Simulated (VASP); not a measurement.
Runs of VASP 6.6.1 on BaSnAu. The structure is that of space group P4/mmm (No. 123), or close to it. The cells are those of the table. 

```tsv
task	potentials or basis	cell	k mesh	cutoff (eV)	second run	gap on the mesh (eV)	pressure (GPa)	relaxed volume (Å³/atom)
relaxation of cell and atoms	VASP PAW PBE potentials, release 64 (Ba_sv, Sn_d, Au)	relaxed from a = 3.398, b = 3.398, c = 9.116 Å, 3 atoms	6 × 6 × 2	600	-	none	-0.1	35.20
single point	VASP PAW PBE potentials, release 64 (Ba_sv, Sn_d, Au)	a = 4.064, b = 4.064, c = 6.299 Å, 3 atoms	6 × 6 × 2	520	-	none	0.5	-
single point	VASP PAW PBE potentials, release 64 (Ba_sv, Sn_d, Au)	a = 4.016, b = 4.016, c = 6.275 Å, 3 atoms	4 × 4 × 4	520	-	none	0.5	-
single point	VASP PAW PBE potentials, release 64 (Ba_sv, Sn_d, Au)	a = 3.398, b = 3.398, c = 9.116 Å, 3 atoms	6 × 6 × 2	520	-	none	(a)	-
single point	VASP PAW PBE potentials, release 64 (Ba_sv, Sn_d, Au_sv_GW)	a = 4.016, b = 4.016, c = 6.275 Å, 3 atoms	4 × 4 × 4	500	valence_matched	none	0.2	-
relaxation of cell and atoms	VASP PAW PBE potentials, release 64 (Ba_sv, Sn_d, Au)	relaxed from a = 4.064, b = 4.064, c = 6.299 Å, 3 atoms	4 × 4 × 4	600	-	none	0.0	34.18
```

Alike in all rows: level PBE; no spin polarisation; smearing gaussian 0.1 eV.

Fill in the values left out.

(a) 21.9.

Caveats: some runs use coarse meshes; spin-orbit coupling is left out, which moves the levels of the heavy elements.

A k mesh can miss the band edges, and the runs leave out spin-orbit coupling on Au, Ba, Sn.

A gap of «none» marks levels without a gap at the run's occupations.

The runs don't all hold the same shells in valence.
